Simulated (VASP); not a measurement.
# Au (P6/mmm) in VASP: notebook, part 2 of 2

VASP 6.6.1. Earlier steps stand in the parts before.

### Step 3. Single point, PBE (17.02 Å³/atom)

Contents of INCAR:

```
SYSTEM = Au
PREC = Accurate
ENCUT = 520
EDIFF = 1E-6
ISMEAR = -1
SIGMA = 0.08
LREAL = .FALSE.
LASPH = .TRUE.
NELM = 80
ALGO = Normal
ISIF = 2
LWAVE = .FALSE.
LCHARG = .FALSE.
GGA = PE
NBANDS = 12
```

Contents of KPOINTS:

```
Automatic mesh
0
G
  15 15 14
  0 0 0
```

Contents of POSCAR:

```
Au
1.0
    2.7163262469      0.0000000000      0.0000000000
   -1.3581631235      2.3524075348      0.0000000000
    0.0000000000      0.0000000000      2.6641860835
Au
1
Direct
    0.0000000000      0.0000000000      0.0000000000
```

Potentials or basis: VASP PAW PBE potentials, release 64 (Au).

Run with:

```
> cat potpaw_PBE.64/Au/POTCAR > POTCAR
> mpirun -np 1 vasp_std > vasp.out
```

OUTCAR:

```text
SYSTEM = Au
   PREC = Accurate
   ENCUT = 520
   EDIFF = 1E-6
   ISMEAR = -1
   LREAL = .FALSE.
   LASPH = .TRUE.
   NELM = 80
   ISIF = 2
   GGA = PE

 ion  position               nearest neighbor table
   1  0.000  0.000  0.000-

  LATTYP: Found a hexagonal cell.
 ALAT       =     2.7163262469
 C/A-ratio  =     0.9808048965

  Lattice vectors:

 A1 = (   2.7163262469,   0.0000000000,   0.0000000000)
 A2 = (  -1.3581631235,   2.3524075348,   0.0000000000)
 A3 = (   0.0000000000,   0.0000000000,   2.6641860835)

Analysis of symmetry for initial positions (statically):
=====================================================================
 Subroutine PRICEL returns:
 Original cell was already a primitive cell.

 Routine SETGRP: Setting up the symmetry group for a
 hexagonal supercell.

 Subroutine GETGRP returns: Found 24 space group operations
 (whereof 24 operations were pure point group operations)
 out of a pool of 24 trial point group operations.

The static configuration has the point symmetry D_6h.

Analysis of symmetry for dynamics (positions and initial velocities):
=====================================================================
 Subroutine PRICEL returns:
 Original cell was already a primitive cell.

 Routine SETGRP: Setting up the symmetry group for a
 hexagonal supercell.

 Subroutine GETGRP returns: Found 24 space group operations
 (whereof 24 operations were pure point group operations)
 out of a pool of 24 trial point group operations.

The dynamic configuration has the point symmetry D_6h.

 Subroutine INISYM returns: Found 24 space group operations
 (whereof 24 operations are pure point group operations),
 and found     1 'primitive' translations

----------------------------------------------------------------------------------------

                                     Primitive cell

  volume of cell :      17.0239

  direct lattice vectors                    reciprocal lattice vectors
     2.716326247  0.000000000  0.000000000     0.368144291  0.212548205  0.000000000
    -1.358163124  2.352407535  0.000000000     0.000000000  0.425096411  0.000000000
     0.000000000  0.000000000  2.664186084     0.000000000  0.000000000  0.375349157

  length of vectors
     2.716326247  2.716326247  2.664186084     0.425096411  0.425096411  0.375349157

  position of ions in fractional coordinates (direct lattice)
     0.000000000  0.000000000  0.000000000

  ion indices of the primitive-cell ions
   primitive index   ion index
                 1           1

----------------------------------------------------------------------------------------

 KPOINTS: Automatic mesh

Automatic generation of k-mesh.
 Grid dimensions read from file:
 generate k-points for:   15   15   14

 Generating k-lattice:

  Cartesian coordinates                     Fractional coordinates (reciprocal lattice)
     0.024542953  0.014169880  0.000000000     0.066666667  0.000000000  0.000000000
     0.000000000  0.028339761  0.000000000     0.000000000  0.066666667  0.000000000
     0.000000000  0.000000000  0.026810654     0.000000000  0.000000000  0.071428571

  Length of vectors
     0.028339761  0.028339761  0.026810654

  Shift w.r.t. Gamma in fractional coordinates (k-lattice)
     0.000000000  0.000000000  0.000000000

 Subroutine IBZKPT returns following result:
 ===========================================

 Found    216 irreducible k-points:

 Following reciprocal coordinates:
            Coordinates               Weight
  0.000000  0.000000  0.000000      1.000000
  0.066667 -0.000000  0.000000      6.000000
  0.133333 -0.000000  0.000000      6.000000
  0.200000 -0.000000  0.000000      6.000000
  0.266667 -0.000000  0.000000      6.000000
  0.333333  0.000000  0.000000      6.000000
[... 16 lines left out ...]
  0.333333  0.200000  0.000000     12.000000
  0.400000  0.200000  0.000000      6.000000
 [... further k-points ...]
   k-points           NKPTS =    216   k-points in BZ     NKDIM =    216   number of bands    NBANDS=     12
   number of dos      NEDOS =    301   number of ions     NIONS =      1
   total plane-waves  NPLWV =   8000
   dimension x,y,z NGX =    20 NGY =   20 NGZ =   20
   dimension x,y,z NGXF=    40 NGYF=   40 NGZF=   40
   ions per type =               1
   NGX,Y,Z   is equivalent  to a cutoff of  12.24, 12.24, 12.48 a.u.
   NGXF,Y,Z  is equivalent  to a cutoff of  24.48, 24.48, 24.96 a.u.
 SYSTEM =  Au
   PREC   = accura    normal or accurate (medium, high low for compatibility)
   ISTART =      0    job   : 0-new  1-cont  2-samecut
   ICHARG =      2    charge: 1-file 2-atom 10-const
   ISPIN  =      1    spin polarized calculation?
   LNONCOLLINEAR =      F non collinear calculations
   LSORBIT =      F    spin-orbit coupling
   LASPH  =      T    aspherical Exc in radial PAW
   ENCUT  =  520.0 eV  38.22 Ry    6.18 a.u.   5.05  5.05  4.95*2*pi/ulx,y,z
   NELM   =     80;   NELMIN=  2; NELMDL= -5     # of ELM steps
   EDIFF  = 0.1E-05   stopping-criterion for ELM
   LREAL  =      F    real-space projection
   EDIFFG = 0.1E-04   stopping-criterion for IOM
   NSW    =      0    number of steps for IOM
   IBRION =     -1    ionic relax: 0-MD 1-quasi-New 2-CG
   NFREE  =      0    steps in history (QN), initial steepest desc. (CG)
   ISIF   =      2    stress and relaxation
   ISYM   =      2    0-nonsym 1-usesym 2-fastsym
   POTIM  = 0.5000    time-step for ionic-motion
   TEBEG  =    0.0;   TEEND  =   0.0 temperature during run
   PSTRESS=    0.0 pullay stress
   NELECT =      11.0000    total number of electrons
   NUPDOWN=      -1.0000    fix difference up-down
   EMIN   =  10.00;   EMAX   =-10.00  energy-range for DOS
   EFERMI =   0.00;   METHOD = LEGACY
   ISMEAR =    -1;   SIGMA  =   0.08  broadening in eV -4-tet -1-fermi 0-gaus
   EFERMI_NEDOS =   21; number of points for ismear=-14 and -15
   IALGO  =     38    algorithm
   IMIX   =      4    mixing-type and parameters
     AMIX     =   0.40;   BMIX     =  1.00
     AMIX_MAG =   1.60;   BMIX_MAG =  1.00
  volume/ion in A,a.u.               =      17.02       114.88
  Fermi-wavevector in a.u.,A,eV,Ry     =   1.415314  2.674555 27.254005  2.003113
  Thomas-Fermi vector in A             =   2.536765
   LORBIT       =      0    0 simple, 1 ext, 2 COOP (PROOUT), +10 PAW based schemes
   GGA     = PE    functional components
   LHFCALC =     F    Hartree Fock is set to
   AEXX    =    0.0000 exact exchange contribution
   IVDW    =     0    specifies the selected vdW correction
   LEPSILON=     F    determine dielectric tensor
   LRPA    =     F    only Hartree local field effects (RPA)
 non-spin polarized calculation
  energy-cutoff  :      520.00
  volume of cell :       17.02
 maximum number of plane-waves:       468
   NGX = 11   NGY = 11   NGZ =  9

 number of electron      11.0000001 magnetization

 Free energy of the ion-electron system (eV)
  ---------------------------------------------------
  ext. energy  EPLUGINS =         0.00000000
  ---------------------------------------------------
  free energy    TOTEN  =        -3.00858567 eV

  energy without entropy =       -3.00122686  energy(sigma->0) =       -3.00490626

 E-fermi :   9.4136     XC(G=0): -12.6469

 val. band max:        9.3786688821   @ k =   0.4000   0.0667   0.1429
 cond. band min:       9.4311979490   @ k =   0.2000   0.0667   0.4286
 fundamental gap:      0.0525290669
 Fermi energy:         9.4135517268

 k-point     1 :       0.0000    0.0000    0.0000
  band No.  band energies     occupation
      1      -0.4039      2.00000
      2       2.4020      2.00000
      3       4.6225      2.00000
      4       4.6225      2.00000
      5       7.6531      2.00000
      6       7.6531      2.00000
      7      22.5736      0.00000
      8      24.5842      0.00000
      9      29.3738      0.00000
     10      29.3738      0.00000
     11      30.1237      0.00000
     12      35.8374      0.00000
[... 331 lines left out ...]
 k-point    24 :       0.4000    0.2000    0.0000
  band No.  band energies     occupation
      1       2.9644      2.00000
      2       3.3152      2.00000
      3       5.5375      2.00000
      4       5.8460      2.00000
      5       6.7244      2.00000
      6      11.9279      0.00000
      7      12.6483      0.00000
      8      17.8905      0.00000
      9      27.6978      0.00000
     10      31.8985      0.00000
     11      32.4227      0.00000
     12      34.8773      0.00000

 [... further k-points ...]

------------------------ aborting loop because EDIFF is reached ----------------------------------------

  FORCE on cell =-STRESS in cart. coord.  units (eV):
  Direction    XX          YY          ZZ          XY          YZ          ZX
  --------------------------------------------------------------------------------------
  -------------------------------------------------------------------------------------
  Total        2.3433869      2.3433869      2.3399728     -0.0000000      0.0000000      0.0000000
  in kB      220.5441425    220.5441425    220.2228368     -0.0000000      0.0000000      0.0000000
  external PRESSURE =     220.4370406 kB  Pullay stress =       0.0000000 kB

 VOLUME and BASIS-vectors are now :
 -----------------------------------------------------------------------------
  energy-cutoff  :      520.00
  volume of cell :       17.02
      direct lattice vectors                 reciprocal lattice vectors
     2.716326247  0.000000000  0.000000000     0.368144291  0.212548205  0.000000000
    -1.358163124  2.352407535  0.000000000     0.000000000  0.425096411  0.000000000
     0.000000000  0.000000000  2.664186084     0.000000000  0.000000000  0.375349157

 POSITION                                       TOTAL-FORCE (eV/Angst)
 -----------------------------------------------------------------------------------
      0.00000      0.00000      0.00000        -0.000000      0.000000      0.000000
 -----------------------------------------------------------------------------------
    total drift:                                0.000000      0.000000     -0.000000

  FREE ENERGIE OF THE ION-ELECTRON SYSTEM (eV)
  ---------------------------------------------------
  free  energy   TOTEN  =        -3.0085856663 eV

  energy  without entropy=       -3.0012268623  energy(sigma->0) =       -3.00490626
```

It took 44 s on 1 thread of AMD EPYC 7R13, shared host; peak memory 0.13 GiB.

Results:

| Quantity | Value |
| --- | --- |
| Free energy | -3.0086 eV |
| Pressure | 22.0 GPa |
| Band gap on the k mesh | zero (an odd number of electrons rules out a gap without spin polarisation) |

Levels at points of the mesh, in eV from the Fermi level:
| k point | band 2 | band 3 | band 4 | band 5 | band 6 | band 7 | band 8 | band 9 | band 10 | band 11 |
| --- | --- | --- | --- | --- | --- | --- | --- | --- | --- | --- |
| (0.00, 0.00, 0.00) | -7.01 | -4.79 | -4.79 | -1.76 | -1.76 | 13.16 | 15.17 | 19.96 | 19.96 | 20.71 |
| (0.00, 0.00, 0.50) | -4.46 | -4.46 | -3.28 | -3.28 | -1.84 | 1.94 | 17.75 | 20.69 | 21.22 | 21.22 |

Caveat: the cell stands under pressure; spin-orbit coupling is left out, which moves the levels of the heavy elements.

### Step 4. Single point, PBE

This run uses another cell than the first one, of 19.35 Å³/atom.

Contents of INCAR:

```
  PREC = Accurate
  ENCUT = 520
  EDIFF = 1E-7
  ISMEAR = -1
  SIGMA = 0.08
  LREAL = F
  LASPH = T
  NELM = 80
  ALGO = Normal
  ISIF = 2
  LWAVE = F
  LCHARG = F
  GGA = PE
  NBANDS = 12
```

Contents of KPOINTS:

```
regular mesh
0
Gamma
  15 15 14
```

Contents of POSCAR:

```
Au
1.0
    2.8232819446      0.0000000000      0.0000000000
   -1.4116409723      2.4450338860      0.0000000000
    0.0000000000      0.0000000000      2.8024459288
Au
1
Direct
    0.0000000000      0.0000000000      0.0000000000
```

Run with:

```
> cat potpaw_PBE.64/Au/POTCAR > POTCAR
> mpirun -np 1 vasp_std > vasp.out
```

Run time: 87 s. Hardware: 1 thread of AMD EPYC 7R13, shared host; peak memory 0.15 GiB.

The run converged. Its results:

```yaml
Free_energy: -3.1467 eV
Pressure: -0.2 GPa
Band_gap_on_the_k_mesh: zero (an odd number of electrons rules out a gap without spin polarisation)
```

Levels at points of the mesh, in eV from the Fermi level:
```tsv
k point	band 4	band 5	band 6	band 7	band 8	band 9
(0.00, 0.00, 0.00)	-4.16	-1.74	-1.74	12.30	15.33	18.97
(0.00, 0.00, 0.50)	-2.87	-2.87	-1.18	1.23	17.64	20.14
```

Caveat: spin-orbit coupling is left out, which moves the levels of the heavy elements.

### Step 5. Single point, PBE (19.35 Å³/atom)

This run uses another cell than the first one, of 19.35 Å³/atom.

Contents of INCAR:

```
SYSTEM = Au
  PREC = Accurate
  ENCUT = 520
  EDIFF = 1E-6
  ISMEAR = -1
  SIGMA = 0.08
  LREAL = .FALSE.
  LASPH = .TRUE.
  NELM = 80
  ALGO = Normal
  ISIF = 2
  LWAVE = .FALSE.
  LCHARG = .FALSE.
  GGA = PE
  NBANDS = 12
```

Contents of KPOINTS:

```
regular mesh
0
G
  15 15 14
  0 0 0
```

POSCAR is that of step 4.

Run with:

```
> cat potpaw_PBE.64/Au/POTCAR > POTCAR
> mpirun -np 1 vasp_std > vasp.out
```

Wall time 80 s (1 thread of AMD EPYC 7R13, shared host); peak memory 0.15 GiB.

It converged, with:

```
Free energy            : -3.1467 eV
Pressure               : -0.2 GPa
Band gap on the k mesh : zero (an odd number of electrons rules out a gap without spin polarisation)
```

Levels at points of the mesh, in eV from the Fermi level:
| k point | band 3 | band 4 | band 5 | band 6 | band 7 | band 8 | band 9 | band 10 |
| --- | --- | --- | --- | --- | --- | --- | --- | --- |
| (0.00, 0.00, 0.00) | -4.16 | -4.16 | -1.74 | -1.74 | 12.30 | 15.33 | 18.97 | 18.97 |
| (0.00, 0.00, 0.50) | -3.92 | -2.87 | -2.87 | -1.18 | 1.23 | 17.64 | 20.14 | 20.89 |

Caveat: spin-orbit coupling is left out, which moves the levels of the heavy elements.

The gap in the log of VASP goes by the Fermi energy; the results here count the filled bands.